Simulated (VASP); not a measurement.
PbS:

```
Pb S
1.0
     0.00000    2.96575    2.96575
     2.96575    0.00000    2.96575
     2.96575    2.96575    0.00000
Pb S
1 1
Direct
  0.00000 0.00000 0.00000
  0.50000 0.50000 0.50000
```

* Program: VASP 6.6.1
* Task: relaxation of cell and atoms
* Functional: RPBE
* Potentials or basis: VASP PAW PBE potentials, release 64 (Pb_d, S)
* Cutoff: 600 eV
* k mesh: 8 × 8 × 8
* Occupations: fermi-dirac, width 0.05 eV
* Spin: no spin polarisation

At the start: pressure 4.2 GPa; volume 26.09 Å³/atom.

How do energy, volume and symmetry change on relaxing?

Over 3 steps the energy falls by 24.4 meV/atom and the volume is 28.09 Å³/atom (+7.7 %); space group Fm-3m (No. 225, to 0.1 Å) before and after.

Step by step:
```csv
step,energy change (eV),largest force (eV/Å),pressure (GPa),volume (Å³)
1,0.0000,0.0000,4.16,52.17
2,-0.0449,0.0000,-0.99,57.45
3,-0.0489,0.0000,0.01,56.19
```

Final structure:
```xyz
2
Lattice="0.0000 3.0400 3.0400 3.0400 0.0000 3.0400 3.0400 3.0400 0.0000" Properties=species:S:1:pos:R:3 pbc="T T T"
Pb    0.0000    0.0000    0.0000
S     3.0400    3.0400    3.0400
```

Caveat: the PAW data sets were made with another functional, which shifts forces and pressure a little.
